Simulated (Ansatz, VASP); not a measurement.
GaN in VASP and in Ansatz

POSCAR

```
GaN
1.0
    0.0000000000      2.2535006075      2.2535006075
    2.2535006075      0.0000000000      2.2535006075
    2.2535006075      2.2535006075      0.0000000000
Ga N
1 1
Direct
    0.0000000000      0.0000000000      0.0000000000
    0.2500000000      0.2500000000      0.2500000000
```

File INCAR.step1:

```
SYSTEM = GaN
ALGO = Normal
EDIFF = 1E-4
ENCUT = 520
GGA = PE
GGA_COMPAT = .FALSE.
ISMEAR = -1
LASPH = .TRUE.
LCHARG = .FALSE.
LREAL = .FALSE.
LSORBIT = .TRUE.
LWAVE = .TRUE.
MAGMOM = 0 0 0 0 0 0
NBANDS = 30
NELM = 150
PREC = Accurate
SIGMA = 0.05
```

File INCAR.step2:

```
SYSTEM = GaN
ALGO = Normal
EDIFF = 1E-7
ENCUT = 520
GGA_COMPAT = .FALSE.
ISIF = 2
ISMEAR = -1
ISTART = 1
LASPH = .TRUE.
LCHARG = .FALSE.
LMIXTAU = .TRUE.
LORBIT = 11
LORBMOM = .TRUE.
LREAL = .FALSE.
LSORBIT = .TRUE.
LWAVE = .FALSE.
MAGMOM = 0 0 0 0 0 0
METAGGA = R2SCAN
NBANDS = 30
NELM = 150
PREC = Accurate
SIGMA = 0.05
```

Contents of KPOINTS:

```
k-points
0
G
  7 7 7
  0 0 0
```

The input input.yaml:

```yaml
crystal:
  lattice:
    - [0.0, 2.2535006075, 2.2535006075]
    - [2.2535006075, 0.0, 2.2535006075]
    - [2.2535006075, 2.2535006075, 0.0]
  atoms:
    - { symbol: Ga, position: [0.0, 0.0, 0.0] }
    - { symbol: "N", position: [0.25, 0.25, 0.25] }
hamiltonian:
  xc: r2scan
  pseudopotentials: { kind: paw_fr }
magnetization:
  noncollinear: true
  spin_orbit: true
kpoints:
  mp_grid: { grid: [7, 7, 7] }
  band_path:
    path:
      - [[0.0, 0.0, 0.0], [0.5, 0.0, 0.5], [0.5, 0.25, 0.75], [0.375, 0.375, 0.75], [0.0, 0.0, 0.0], [0.5, 0.5, 0.5], [0.625, 0.25, 0.625], [0.5, 0.25, 0.75], [0.5, 0.5, 0.5], [0.375, 0.375, 0.75]]
      - [[0.625, 0.25, 0.625], [0.5, 0.0, 0.5]]
    npoints: 14
scf:
  occupations: { method: fermi_dirac, width: 0.05 }
  n_extra_bands: 6
output:
  forces: true
  stress: true
  eigenvalues: true
  fatbands: true
  write_density: true
  write_potential: true
  elf: true
  volumetric_format: npy
```

Alike in both runs: functional r2SCAN; k mesh 7 × 7 × 7; occupations fermi-dirac, width 0.05 eV; non-collinear spin, spin-orbit coupling.

|  | VASP | Ansatz |
| --- | --- | --- |
| version | VASP 6.6.1 | Ansatz 0.2.0 |
| potentials or method | VASP PAW PBE potentials, release 64 (Ga_d, N) | Ansatz PAW |
| plane-wave cutoff (eV) | 520 | 500 |
| valence electrons in the cell | 18 | 18 |
| task | single point | band structure |

Ansatz gave:

- pressure (GPa): -1.2
- net moment per atom (μB): 0.00

**Question.** Estimate VASP's values.

**Answer.** Pressure (GPa): -0.1; net moment per atom (μB): 0.00.

VASP's potentials were made for PBE, not for r2SCAN. The functional is the same, so the differences come from potentials, cutoffs and numerics.
